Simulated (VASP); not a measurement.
# KBr in VASP: notebook, part 2 of 2

VASP 6.6.1. Earlier steps stand in the parts before.

## (4) Single point, PBEsol (35.96 Å³/atom)

This run uses another cell than the first one, of 35.96 Å³/atom.

Input file INCAR:

```
SYSTEM = KBr
PREC = Accurate
ENCUT = 500
EDIFF = 1E-6
ISMEAR = 0
SIGMA = 0.05
LREAL = .False.
LASPH = .True.
NELM = 120
ALGO = Normal
ISIF = 2
LWAVE = .False.
LCHARG = .False.
GGA = PS
NBANDS = 15
GGA_COMPAT = .False.
```

Input file KPOINTS:

```
Automatic mesh
0
Gamma
  8 8 8
  0 0 0
```

Input file POSCAR:

```
KBr
1.0
    0.0000000000      3.3007094617      3.3007094617
    3.3007094617      0.0000000000      3.3007094617
    3.3007094617      3.3007094617      0.0000000000
K Br
1 1
Direct
    0.0000000000      0.0000000000      0.0000000000
    0.5000000000      0.5000000000      0.5000000000
```

Potentials or basis: VASP PAW PBE potentials, release 64 (K_sv, Br).

Launch:

```console
$ cat potpaw_PBE.64/K_sv/POTCAR potpaw_PBE.64/Br/POTCAR > POTCAR
$ mpirun -np 1 vasp_std > vasp.out
```

OUTCAR:

```text
SYSTEM = KBr
   PREC = Accurate
   ENCUT = 500
   EDIFF = 1E-6
   ISMEAR = 0
   LREAL = .False.
   LASPH = .True.
   NELM = 120
   ISIF = 2
   GGA = PS

 ion  position               nearest neighbor table
   1  0.000  0.000  0.000-   2 3.30   2 3.30   2 3.30   2 3.30   2 3.30   2 3.30
   2  0.500  0.500  0.500-   1 3.30   1 3.30   1 3.30   1 3.30   1 3.30   1 3.30

  LATTYP: Found a face centered cubic cell.
 ALAT       =     6.6014189234

  Lattice vectors:

 A1 = (   0.0000000000,   3.3007094617,   3.3007094617)
 A2 = (   3.3007094617,   0.0000000000,   3.3007094617)
[... 619 lines left out ...]

  FORCE on cell =-STRESS in cart. coord.  units (eV):
  Direction    XX          YY          ZZ          XY          YZ          ZX
  --------------------------------------------------------------------------------------
  -------------------------------------------------------------------------------------
  Total       -0.1317767     -0.1317767     -0.1317767      0.0000000      0.0000000      0.0000000
  in kB       -2.9356019     -2.9356019     -2.9356019      0.0000000      0.0000000      0.0000000
  external PRESSURE =      -2.9356019 kB  Pullay stress =       0.0000000 kB

 VOLUME and BASIS-vectors are now :
 -----------------------------------------------------------------------------
  energy-cutoff  :      500.00
  volume of cell :       71.92
      direct lattice vectors                 reciprocal lattice vectors
     0.000000000  3.300709462  3.300709462    -0.151482585  0.151482585  0.151482585
     3.300709462  0.000000000  3.300709462     0.151482585 -0.151482585  0.151482585
     3.300709462  3.300709462  0.000000000     0.151482585  0.151482585 -0.151482585

 POSITION                                       TOTAL-FORCE (eV/Angst)
 -----------------------------------------------------------------------------------
      0.00000      0.00000      0.00000        -0.000000      0.000000      0.000000
      3.30071      3.30071      3.30071         0.000000     -0.000000     -0.000000
 -----------------------------------------------------------------------------------
    total drift:                                0.000000      0.000000      0.000000

  FREE ENERGIE OF THE ION-ELECTRON SYSTEM (eV)
  ---------------------------------------------------
  free  energy   TOTEN  =        -6.4586684419 eV

  energy  without entropy=       -6.4586684419  energy(sigma->0) =       -6.45866844
```

OSZICAR:

```text
N       E                     dE             d eps       ncg     rms          rms(c)
DAV:   1     0.961013484553E+02    0.96101E+02   -0.67897E+03   870   0.910E+02
DAV:   2    -0.575376808033E+00   -0.96677E+02   -0.89950E+02  1087   0.225E+02
DAV:   3    -0.637155067329E+01   -0.57962E+01   -0.57653E+01  1213   0.488E+01
DAV:   4    -0.662260174899E+01   -0.25105E+00   -0.25098E+00  1331   0.871E+00
DAV:   5    -0.662452758297E+01   -0.19258E-02   -0.19258E-02  1220   0.879E-01    0.304E+00
DAV:   6    -0.646343411864E+01    0.16109E+00   -0.19859E-01  1066   0.225E+00    0.226E+00
DAV:   7    -0.645063995604E+01    0.12794E-01   -0.89164E-02  1178   0.164E+00    0.109E+00
DAV:   8    -0.645789589175E+01   -0.72559E-02   -0.10417E-02  1001   0.749E-01    0.142E-01
DAV:   9    -0.645829820621E+01   -0.40231E-03   -0.46066E-04  1220   0.126E-01    0.777E-02
DAV:  10    -0.645866129533E+01   -0.36309E-03   -0.40661E-04   912   0.110E-01    0.228E-02
DAV:  11    -0.645866580724E+01   -0.45119E-05   -0.17160E-05  1349   0.205E-02    0.553E-03
DAV:  12    -0.645866834900E+01   -0.25418E-05   -0.27513E-06   960   0.108E-02    0.717E-03
DAV:  13    -0.645866844186E+01   -0.92865E-07   -0.53260E-07   904   0.372E-03
   1 F= -.64586684E+01 E0= -.64586684E+01  d E =-.423059E-12
```

stdout:

```text
POSCAR found type information on POSCAR K Br
 POSCAR found :  2 types and       2 ions
 scaLAPACK will be used
 -----------------------------------------------------------------------------
|                                                                             |
|                                                                             |
|     You enforced a specific xc type in the INCAR file but a different       |
|     I HOPE YOU KNOW WHAT YOU ARE DOING!                                     |
|                                                                             |
 -----------------------------------------------------------------------------

 LDA part: xc-table for (Slater+PW92), standard interpolation
 POSCAR, INCAR and KPOINTS ok, starting setup
 FFT: planning ... GRIDC
 FFT: planning ... GRID_SOFT
 FFT: planning ... GRID
 WAVECAR not read
 entering main loop
```

It took 82 s on 1 thread of AMD EPYC 7R13, shared host; peak memory 0.18 GiB.

Results:

| Quantity | Value |
| --- | --- |
| Free energy | -6.4587 eV |
| Pressure | -0.3 GPa |
| Band gap on the k mesh | 4.28 eV |

Caveat: the PAW data sets were made with another functional, which shifts forces and pressure a little. A hybrid or GW would open this gap; PBEsol tends to underestimate it.

## (5) Single point, PBEsol

This run uses another cell than the first one, of 36.05 Å³/atom.

Input file INCAR:

```
PREC     = Accurate       # precision mode
ENCUT    = 500            # plane-wave cutoff, eV
EDIFF    = 1E-6           # SCF threshold, eV
ISMEAR   = 0              # smearing method
SIGMA    = 0.05           # smearing width, eV
LREAL    = False          # projectors in reciprocal space
LASPH    = True           # aspherical terms in the spheres
NELM     = 120            # most SCF steps
ALGO     = Normal         # electronic algorithm
ISIF     = 2              # what is computed and relaxed
LWAVE    = False          # write WAVECAR
LCHARG   = False          # write CHGCAR
GGA      = PS             # functional
NBANDS   = 15             # bands
GGA_COMPAT= False
```

Input file KPOINTS:

```
regular mesh
0
Gamma
  8 8 8
```

Input file POSCAR:

```
KBr
1.0
    0.0000000000      3.3034386186      3.3034386186
    3.3034386186      0.0000000000      3.3034386186
    3.3034386186      3.3034386186      0.0000000000
K Br
1 1
Direct
    0.0000000000      0.0000000000      0.0000000000
    0.5000000000      0.5000000000      0.5000000000
```

Launch:

```console
$ cat potpaw_PBE.64/K_sv/POTCAR potpaw_PBE.64/Br/POTCAR > POTCAR
$ mpirun -np 1 vasp_std > vasp.out
```

It took 51 s on 1 thread of AMD EPYC 7R13, shared host; peak memory 0.18 GiB.

It converged, with:

- Free energy: -6.4583 eV
- Pressure: -0.3 GPa
- Band gap on the k mesh: 4.27 eV

Levels at points of the mesh, in eV from the valence-band top:
| k point | band 5 | band 6 | band 7 | band 8 | band 9 | band 10 | band 11 | band 12 |
| --- | --- | --- | --- | --- | --- | --- | --- | --- |
| (0.00, 0.00, 0.00) | -11.16 | 0.00 | 0.00 | 0.00 | 4.27 | 7.53 | 7.53 | 7.53 |
| (0.50, 0.00, 0.00) | -10.93 | -1.20 | -0.34 | -0.34 | 6.43 | 8.12 | 9.72 | 9.72 |
| (0.50, 0.50, 0.00) | -11.20 | -0.83 | -0.29 | -0.29 | 5.75 | 7.08 | 9.33 | 9.33 |

Caveat: the PAW data sets were made with another functional, which shifts forces and pressure a little. A k mesh can miss the band edges.

## (6) The runs side by side

```tsv
cell	gap on the mesh (eV)	pressure (GPa)
a = 4.678, b = 4.678, c = 4.632 Å, angles 60.3, 60.3, 59.3°, 2 atoms	4.28	-0.2
a = 4.632 Å, angles 60.0°, 2 atoms	4.33	0.1
a = 4.668 Å, angles 60.0°, 2 atoms	4.28	-0.3
a = 4.672 Å, angles 60.0°, 2 atoms	4.27	-0.3
```

Alike in all rows: task single point; level PBEsol; potentials or basis VASP PAW PBE potentials, release 64 (K_sv, Br); no spin polarisation; k mesh 8 × 8 × 8; cutoff (eV) 500; smearing gaussian 0.05 eV.

Caveats: the PAW data sets were made with another functional, which shifts forces and pressure a little.

Total energies depend on the potentials used, so only differences within one code and one set of settings carry meaning.
